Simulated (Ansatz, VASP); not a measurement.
## WS2: VASP beside Ansatz

```
S W
1.0
     3.15929    0.00000    0.00000
    -1.57964    2.73602    0.00000
     0.00000    0.00000   20.15214
S W
2 1
Direct
  0.33333 0.66667 0.42179
  0.33333 0.66667 0.57821
  0.66667 0.33333 0.50000
```

Alike in both runs: functional PBE; dispersion D3(BJ); k mesh 9 × 9 × 1; occupations gaussian, width 0.05 eV; no spin polarisation.

Ansatz relaxed the structure, and its values are those at the end. VASP's run is a single point on that final structure, the one shown.

|  | VASP | Ansatz |
| --- | --- | --- |
| version | VASP 6.6.1 | Ansatz 0.2.0 |
| potentials or method | VASP PAW PBE potentials, release 64 (S, W_sv), cutoff 520 eV | scalar-relativistic, plane waves, PAW |
| valence electrons in the cell | 26 | 26 |

```csv
,VASP,Ansatz,Ansatz less VASP
gap on the k mesh at the Fermi level (eV),1.92,1.92,-0.003
```

Neither program's run includes spin-orbit coupling.
